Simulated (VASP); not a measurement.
## Si4W2S: single point with PBE

Slab: Si4W2S, a slab with vacuum.

```
CELL_PARAMETERS angstrom
3.22929 0.00000 0.00000
0.00000 3.22929 0.00000
0.00000 0.00000 21.93730
ATOMIC_POSITIONS crystal
Si 0.00000 0.00000 0.18234
Si 0.00000 0.00000 0.30099
Si 0.50000 0.50000 0.35901
Si 0.50000 0.50000 0.47578
W 0.50000 0.50000 0.24166
W 0.00000 0.00000 0.41784
S 0.87500 0.00000 0.53303
```

```
Program             : VASP 6.6.1
Task                : single point
Functional          : PBE
Potentials or basis : VASP PAW PBE potentials, release 64 (Si, W_sv, S)
Cutoff              : 520 eV
k mesh              : 8 × 8 × 1
Occupations         : gaussian, width 0.1 eV
Spin                : no spin polarisation
```

```
Largest force          : 1.050 eV/Å
Band gap on the k mesh : zero (band 25 reaches 2.67 eV, above the bottom of band 26 at 1.19 eV)
```

Forces on the atoms (eV/Å):
```
Si   0.018  0.000  0.398
Si  -0.013  0.000 -0.605
Si  -0.036  0.000 -0.389
Si   0.303  0.000  1.005
W   -0.037  0.000 -0.258
W   -0.041  0.000 -0.137
S   -0.194  0.000 -0.015
```

Levels at points of the mesh, in eV from the Fermi level:
```csv
k point,band 22,band 23,band 24,band 25,band 26,band 27,band 28,band 29
"(0.00, 0.00, 0.00)",-0.58,-0.14,0.16,0.73,0.83,1.03,1.57,1.60
"(0.50, 0.00, 0.00)",-1.85,-1.62,-0.18,-0.03,0.33,2.15,2.78,2.94
"(0.00, 0.50, 0.00)",-1.85,-1.21,-0.18,-0.03,0.18,2.76,2.79,2.94
"(0.50, 0.50, 0.00)",-2.03,-1.98,-1.68,-0.75,-0.75,0.91,2.65,3.10
```

It took 3.9 min on 1 thread of Intel(R) Xeon(R) Platinum 8375C CPU @ 2.90GHz (Ice Lake), with other jobs on the host, peak memory 0.4 GiB.

Caveat: spin-orbit coupling is left out, which moves the levels of the heavy elements.
